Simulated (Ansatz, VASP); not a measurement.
**One calculation of K3TaO3, two programs**

```
K Ta O
1.0
     7.77933    0.00000    0.00000
    -3.88967    6.73710    0.00000
     0.00000    0.00000    4.40761
K Ta O
3 1 3
Cartesian
  3.8897 0.0000 2.2038
  -1.9448 3.3686 2.2038
  1.9448 3.3686 2.2038
  0.0000 0.0000 2.2038
  3.8897 0.0000 0.0000
  -1.9448 3.3686 0.0000
  1.9448 3.3686 0.0000
```

Alike in both runs: functional PBE; k mesh 2 × 2 × 3; occupations gaussian, width 0.15 eV; no spin polarisation.

Ansatz relaxed the structure, and its values are those at the end. VASP's run is a single point on that final structure, the one shown.

```csv
,VASP,Ansatz
version,VASP 6.6.1,Ansatz 0.2.0
potentials or method,"VASP PAW PBE potentials, release 64 (K_sv, Ta_pv, O), cutoff 520 eV","scalar-relativistic, plane waves, PAW"
valence electrons in the cell,56,58
```

VASP gave:

| Quantity | Value |
| --- | --- |
| gap on the k mesh at the Fermi level (eV) | none |
| pressure (GPa) | 0.7 |

Problem. Which values does Ansatz return?

Solution. gap on the k mesh at the Fermi level (eV): none; pressure (GPa): 0.5.

A gap of «none» marks a metal or a gap that the smearing closes. VASP's potentials hold 56 valence electrons a cell and Ansatz's 58, so a difference there can come from the potentials and not from the codes.

The k mesh is coarse, so the values compare programs but aren't converged. Neither program's run includes spin-orbit coupling.
